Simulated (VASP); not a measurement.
# HfO2: single point with revPBE

HfO2:

```
Hf O
1.0
     0.00000    2.55750    2.55750
     2.55750    0.00000    2.55750
     2.55750    2.55750    0.00000
Hf O
1 2
Direct
  0.00000 0.00000 0.00000
  0.75000 0.75000 0.75000
  0.25000 0.25000 0.25000
```

```json
{
 "Program": "VASP 6.6.1",
 "Task": "single point",
 "Functional": "revPBE",
 "Potentials or basis": "VASP PAW PBE potentials, release 64 (Hf_pv, O)",
 "Cutoff": "520 eV",
 "k mesh": "9 × 9 × 9",
 "Occupations": "fermi-dirac, width 0.05 eV",
 "Spin": "no spin polarisation"
}
```

* Pressure: -2.4 GPa
* Band gap on the k mesh: 3.91 eV, indirect (least direct gap 4.03 eV)

Levels at points of the mesh, in eV from the valence-band top:
| k point | band 7 | band 8 | band 9 | band 10 | band 11 | band 12 | band 13 | band 14 | band 15 | band 16 |
| --- | --- | --- | --- | --- | --- | --- | --- | --- | --- | --- |
| (0.00, 0.00, 0.00) | -5.12 | -5.12 | -0.54 | -0.54 | -0.54 | 3.92 | 3.92 | 5.79 | 10.15 | 10.15 |

Run time: 14 s on 1 thread of Intel(R) Xeon(R) 6975P-C (Granite Rapids) (shared host), peak memory 0.17 GiB.

Caveat: the PAW data sets were made with another functional, which shifts forces and pressure a little; spin-orbit coupling is left out, which moves the levels of the heavy elements. A hybrid or GW would open this gap; revPBE tends to underestimate it.
